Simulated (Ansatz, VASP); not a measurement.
# Hf: VASP beside Ansatz

File POSCAR:

```
Hf
1.0
    0.0000000000      2.2441030966      2.2441030966
    2.2441030966      0.0000000000      2.2441030966
    2.2441030966      2.2441030966      0.0000000000
Hf
1
Direct
    0.0000000000      0.0000000000      0.0000000000
```

The input INCAR.step1:

```
  ALGO = Normal
  EDIFF = 1E-4
  ENCUT = 600
  GGA = PE
  ISMEAR = 0
  LASPH = T
  LCHARG = F
  LREAL = F
  LWAVE = T
  NELM = 100
  PREC = Accurate
  SIGMA = 0.1
```

Contents of INCAR.step2:

```
  ALGO = Normal
  EDIFF = 1E-7
  EDIFFG = -0.01
  ENCUT = 600
  IBRION = 2
  ISIF = 3
  ISMEAR = 0
  ISTART = 1
  LASPH = T
  LCHARG = F
  LMIXTAU = T
  LREAL = F
  LWAVE = F
  METAGGA = R2SCAN
  NELM = 100
  NSW = 80
  PREC = Accurate
  SIGMA = 0.1
```

File KPOINTS:

```
k-points
0
Gamma
  16 16 16
```

Input for Ansatz:

```yaml
crystal:
  lattice:
    - [0.0, 2.2441030966, 2.2441030966]
    - [2.2441030966, 0.0, 2.2441030966]
    - [2.2441030966, 2.2441030966, 0.0]
  atoms:
    - { symbol: Hf, position: [0.0, 0.0, 0.0] }
basis:
  ecutwfc: 500
kpoints:
  mp_grid: { grid: [16, 16, 16] }
hamiltonian:
  xc: r2scan
scf:
  occupations: { method: gaussian, width: 0.1 }
output:
  forces: true
  stress: true
  eigenvalues: true
relax:
  adjacent_minimum: "off"
  f_tol: 0.01
  max_steps: 60
  cell: { stress_tol: 0.1 }
```

Alike in both runs: task relaxation of cell and atoms; functional r2SCAN; k mesh 16 × 16 × 16; occupations gaussian, width 0.1 eV; no spin polarisation.

|  | VASP | Ansatz |
| --- | --- | --- |
| version | VASP 6.6.1 | Ansatz 0.2.0 |
| potentials or method | VASP PAW PBE potentials, release 64 (Hf_pv), cutoff 600 eV | scalar-relativistic, plane waves, PAW |
| valence electrons in the cell | 10 | 26 |

|  | VASP | Ansatz | Ansatz less VASP |
| --- | --- | --- | --- |
| gap on the k mesh at the Fermi level, each at its own relaxed structure (eV) | none | none | - |
| relaxed volume (Å³/atom) | 22.36 | 22.47 | +0.114 |
| relaxed cell length with the largest relative difference (Å) | 3.162 | 3.167 | +0.0053 |

VASP's potentials were made for PBE, not for r2SCAN. A gap of «none» marks a metal or a gap that the smearing closes. VASP's potentials hold 10 valence electrons a cell and Ansatz's 26, so a difference there can come from the potentials and not from the codes.

Neither program's run includes spin-orbit coupling.
